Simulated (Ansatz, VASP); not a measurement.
Ag: VASP beside Ansatz

```
Ag
1.0
     0.00000    2.07879    2.07879
     2.07879    0.00000    2.07879
     2.07879    2.07879    0.00000
Ag
1
Direct
  0.00000 0.00000 0.00000
```

Alike in both runs: task single point; functional PBEsol; k mesh 22 × 22 × 22; occupations fermi-dirac, width 0.1 eV; no spin polarisation.

|  | VASP | Ansatz |
| --- | --- | --- |
| version | VASP 6.6.1 | Ansatz 0.2.0 |
| potentials or method | VASP PAW PBE potentials, release 64 (Ag), cutoff 520 eV | plane waves (420 eV) with PAW, scalar-relativistic |
| valence electrons in the cell | 11 | 19 |

```tsv
	VASP	Ansatz	Ansatz less VASP
pressure (GPa)	-7.4	-7.2	+0.13
```

VASP's potentials were made for PBE, not for PBEsol, and Ansatz warns of the same on its side. VASP's potentials hold 11 valence electrons a cell and Ansatz's 19, so a difference there can come from the potentials and not from the codes.
